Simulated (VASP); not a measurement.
# Si2Ge3 (Fd-3m) in VASP: single point with PBE

Aim: the single point of Si2Ge3 with PBE.

All numbers are computed with VASP 6.6.1; they aren't measurements. Logs are shortened: lines on timing, memory, paths and dates and some standing lists are left out, and cuts for length are marked.

### 1 The cell of the first run

It takes space group Fd-3m (No. 227, cubic). Conventional cell: a = 10.400 Å, b = 10.400 Å, c = 10.400 Å, α = 90.00°, β = 90.00°, γ = 90.00°. Si (site symmetry -3m) has 6 Si at 3.68 Å and 12 Ge at 3.68 to 4.31 Å within 4.8 Å. Within 3.0 Å of Ge (site symmetry -3m) lie 2 Ge at 2.25 Å. Within 3.0 Å of Ge (site symmetry -43m) lie 4 Ge at 2.25 Å.

The cell was generated, and may not be a known phase.

### 2 Single point, PBE

Contents of INCAR:

```
ALGO = Normal
EDIFF = 1E-7
ENCUT = 520
GGA = PE
ISIF = 2
ISMEAR = 0
LASPH = True
LCHARG = False
LREAL = False
LWAVE = False
NBANDS = 61
NELM = 80
PREC = Accurate
SIGMA = 0.1
```

Contents of KPOINTS:

```
k-points
0
Gamma
  6 6 6
```

Contents of POSCAR:

```
Si2Ge3
1.0
    0.0000000000      5.1997977143      5.1997977143
    5.1997977143      0.0000000000      5.1997977143
    5.1997977143      5.1997977143      0.0000000000
Si Ge
4 6
Direct
    0.6250000000      0.6250000000      0.6250000000
    0.6250000000      0.6250000000      0.1250000000
    0.6250000000      0.1250000000      0.6250000000
    0.1250000000      0.6250000000      0.6250000000
    0.1250000000      0.1250000000      0.1250000000
    0.1250000000      0.1250000000      0.6250000000
    0.1250000000      0.6250000000      0.1250000000
    0.6250000000      0.1250000000      0.1250000000
    0.2500000000      0.2500000000      0.2500000000
    0.0000000000      0.0000000000      0.0000000000
```

Potentials or basis: VASP PAW PBE potentials, release 64 (Si, Ge_d).

On the command line:

```
$ cat potpaw_PBE.64/Si/POTCAR potpaw_PBE.64/Ge_d/POTCAR > POTCAR
$ mpirun -np 1 vasp_std > vasp.out
```

OUTCAR:

```text
EDIFF = 1E-7
   ENCUT = 520
   GGA = PE
   ISIF = 2
   ISMEAR = 0
   LASPH = True
   LREAL = False
   NELM = 80
   PREC = Accurate

 ion  position               nearest neighbor table
   1  0.625  0.625  0.625-
   2  0.625  0.625  0.125-
   3  0.625  0.125  0.625-
   4  0.125  0.625  0.625-
   5  0.125  0.125  0.125-   9 2.25  10 2.25
   6  0.125  0.125  0.625-   9 2.25  10 2.25
   7  0.125  0.625  0.125-   9 2.25  10 2.25
   8  0.625  0.125  0.125-   9 2.25  10 2.25
   9  0.250  0.250  0.250-   6 2.25   7 2.25   8 2.25   5 2.25
  10  0.000  0.000  0.000-   6 2.25   7 2.25   8 2.25   5 2.25

  LATTYP: Found a face centered cubic cell.
 ALAT       =    10.3995954286

  Lattice vectors:

 A1 = (   0.0000000000,   5.1997977143,   5.1997977143)
 A2 = (   5.1997977143,   0.0000000000,   5.1997977143)
 A3 = (   5.1997977143,   5.1997977143,   0.0000000000)

Analysis of symmetry for initial positions (statically):
=====================================================================
 Subroutine PRICEL returns:
 Original cell was already a primitive cell.

 Routine SETGRP: Setting up the symmetry group for a
 face centered cubic supercell.

 Subroutine GETGRP returns: Found 48 space group operations
 (whereof 24 operations were pure point group operations)
 out of a pool of 48 trial point group operations.

The static configuration has the point symmetry T_d .
 The point group associated with its full space group is O_h .

Analysis of symmetry for dynamics (positions and initial velocities):
=====================================================================
 Subroutine PRICEL returns:
 Original cell was already a primitive cell.

 Routine SETGRP: Setting up the symmetry group for a
 face centered cubic supercell.

 Subroutine GETGRP returns: Found 48 space group operations
 (whereof 24 operations were pure point group operations)
 out of a pool of 48 trial point group operations.

The dynamic configuration has the point symmetry T_d .
 The point group associated with its full space group is O_h .

 Subroutine INISYM returns: Found 48 space group operations
 (whereof 24 operations are pure point group operations),
 and found     1 'primitive' translations

----------------------------------------------------------------------------------------

[... 104 lines left out ...]
   NFREE  =      0    steps in history (QN), initial steepest desc. (CG)
   ISIF   =      2    stress and relaxation
   ISYM   =      2    0-nonsym 1-usesym 2-fastsym
   POTIM  = 0.5000    time-step for ionic-motion
   TEBEG  =    0.0;   TEEND  =   0.0 temperature during run
   PSTRESS=    0.0 pullay stress
   NELECT =     100.0000    total number of electrons
   NUPDOWN=      -1.0000    fix difference up-down
   EMIN   =  10.00;   EMAX   =-10.00  energy-range for DOS
   EFERMI =   0.00;   METHOD = LEGACY
   ISMEAR =     0;   SIGMA  =   0.10  broadening in eV -4-tet -1-fermi 0-gaus
   EFERMI_NEDOS =   21; number of points for ismear=-14 and -15
   IALGO  =     38    algorithm
   IMIX   =      4    mixing-type and parameters
     AMIX     =   0.40;   BMIX     =  1.00
     AMIX_MAG =   1.60;   BMIX_MAG =  1.00
  volume/ion in A,a.u.               =      28.12       189.75
  Fermi-wavevector in a.u.,A,eV,Ry     =   1.159876  2.191849 18.304099  1.345313
  Thomas-Fermi vector in A             =   2.296465
   LORBIT       =      0    0 simple, 1 ext, 2 COOP (PROOUT), +10 PAW based schemes
   GGA     = PE    functional components
   LHFCALC =     F    Hartree Fock is set to
   AEXX    =    0.0000 exact exchange contribution
   IVDW    =     0    specifies the selected vdW correction
   LEPSILON=     F    determine dielectric tensor
   LRPA    =     F    only Hartree local field effects (RPA)
 non-spin polarized calculation
 Gauss-broadening in eV      SIGMA  =   0.10
  energy-cutoff  :      520.00
  volume of cell :      281.18
 maximum number of plane-waves:      7631
   NGX = 27   NGY = 27   NGZ = 27

 number of electron     100.0000042 magnetization

 Free energy of the ion-electron system (eV)
  ---------------------------------------------------
  ext. energy  EPLUGINS =         0.00000000
  ---------------------------------------------------
  free energy    TOTEN  =       -33.54629622 eV

  energy without entropy =      -33.50277902  energy(sigma->0) =      -33.52453762

 E-fermi :   3.2174     XC(G=0):  -8.9112

 val. band max:        3.1932459077   @ k =   0.5000   0.1667   0.0000
 cond. band min:       3.2438248680   @ k =   0.5000   0.3333   0.1667
 fundamental gap:      0.0505789603
 Fermi energy:         3.2174010352

 k-point     1 :       0.0000    0.0000    0.0000
  band No.  band energies     occupation
      1     -22.3414      2.00000
      2     -22.3414      2.00000
      3     -22.3414      2.00000
      4     -22.1454      2.00000
      5     -22.1454      2.00000
      6     -22.0825      2.00000
[... 1013 lines left out ...]
     60       5.2291      0.00000
     61       5.8372      0.00000

------------------------ aborting loop because EDIFF is reached ----------------------------------------

  FORCE on cell =-STRESS in cart. coord.  units (eV):
  Direction    XX          YY          ZZ          XY          YZ          ZX
  --------------------------------------------------------------------------------------
  -------------------------------------------------------------------------------------
  Total       -0.1118420     -0.1118420     -0.1118420      0.0000000      0.0000000     -0.0000000
  in kB       -0.6372739     -0.6372739     -0.6372739      0.0000000      0.0000000     -0.0000000
  external PRESSURE =      -0.6372739 kB  Pullay stress =       0.0000000 kB

 VOLUME and BASIS-vectors are now :
 -----------------------------------------------------------------------------
  energy-cutoff  :      520.00
  volume of cell :      281.18
      direct lattice vectors                 reciprocal lattice vectors
     0.000000000  5.199797714  5.199797714    -0.096157587  0.096157587  0.096157587
     5.199797714  0.000000000  5.199797714     0.096157587 -0.096157587  0.096157587
     5.199797714  5.199797714  0.000000000     0.096157587  0.096157587 -0.096157587

 POSITION                                       TOTAL-FORCE (eV/Angst)
 -----------------------------------------------------------------------------------
      6.49975      6.49975      6.49975        -0.000000     -0.000000     -0.000000
      3.89985      3.89985      6.49975        -0.000000     -0.000000     -0.000000
      3.89985      6.49975      3.89985        -0.000000     -0.000000      0.000000
      6.49975      3.89985      3.89985        -0.000000     -0.000000     -0.000000
      1.29995      1.29995      1.29995        -0.000000     -0.000000     -0.000000
      3.89985      3.89985      1.29995        -0.000000     -0.000000     -0.000000
      3.89985      1.29995      3.89985        -0.000000     -0.000000      0.000000
      1.29995      3.89985      3.89985        -0.000000     -0.000000      0.000000
      2.59990      2.59990      2.59990         0.000000      0.000000      0.000000
      0.00000      0.00000      0.00000        -0.000000     -0.000000     -0.000000
 -----------------------------------------------------------------------------------
    total drift:                                0.000000      0.000000      0.000000

  FREE ENERGIE OF THE ION-ELECTRON SYSTEM (eV)
  ---------------------------------------------------
  free  energy   TOTEN  =       -33.5462962198 eV

  energy  without entropy=      -33.5027790158  energy(sigma->0) =      -33.52453762
```

OSZICAR:

```text
N       E                     dE             d eps       ncg     rms          rms(c)
DAV:   1     0.113372814026E+04    0.11337E+04   -0.45940E+04  2478   0.337E+03
DAV:   2     0.182186693592E+03   -0.95154E+03   -0.92047E+03  1952   0.997E+02
DAV:   3    -0.161291275460E+02   -0.19832E+03   -0.19298E+03  2110   0.235E+02
DAV:   4    -0.336871580102E+02   -0.17558E+02   -0.17121E+02  2331   0.783E+01
DAV:   5    -0.343357530218E+02   -0.64860E+00   -0.64318E+00  2328   0.154E+01    0.630E+00
DAV:   6    -0.336417556590E+02    0.69400E+00   -0.30869E+00  3176   0.114E+01    0.340E+00
DAV:   7    -0.335681555725E+02    0.73600E-01   -0.54255E-01  2409   0.528E+00    0.200E+00
DAV:   8    -0.335452753773E+02    0.22880E-01   -0.17343E-01  2443   0.611E+00    0.382E-01
DAV:   9    -0.335463052476E+02   -0.10299E-02   -0.47979E-02  2368   0.215E+00    0.183E-01
DAV:  10    -0.335461719848E+02    0.13326E-03   -0.63140E-03  2435   0.196E+00    0.888E-02
DAV:  11    -0.335462624508E+02   -0.90466E-04   -0.17930E-03  2736   0.458E-01    0.441E-02
DAV:  12    -0.335462825297E+02   -0.20079E-04   -0.31593E-04  3203   0.237E-01    0.223E-02
DAV:  13    -0.335462966862E+02   -0.14156E-04   -0.12289E-04  2344   0.919E-02    0.545E-03
DAV:  14    -0.335462963836E+02    0.30257E-06   -0.45553E-06  2971   0.550E-02    0.291E-03
DAV:  15    -0.335462961982E+02    0.18544E-06   -0.32511E-06  1960   0.153E-02    0.897E-04
DAV:  16    -0.335462962198E+02   -0.21626E-07   -0.36653E-07  1904   0.141E-02
   1 F= -.33546296E+02 E0= -.33524538E+02  d E =-.435172E-01
```

It took 5.4 min on 1 thread of AMD EPYC 9R14 (Zen 4), shared host; peak memory 0.5 GiB.

Results:

* Free energy: -33.5463 eV
* Pressure: -0.1 GPa
* Band gap on the k mesh: zero (bands 50 and 51 overlap by 1.62 eV)

Levels at points of the mesh, in eV from the Fermi level:
```csv
k point,band 47,band 48,band 49,band 50,band 51,band 52
"(0.00, 0.00, 0.00)",-1.41,-1.41,-1.15,1.16,1.16,1.16
"(0.50, 0.00, 0.00)",-1.03,-1.03,-0.47,0.35,0.35,0.43
"(0.50, 0.50, 0.00)",-1.24,-1.24,-0.78,-0.78,0.18,0.18
```

The gap in the log of VASP goes by the Fermi energy; the results here count the filled bands.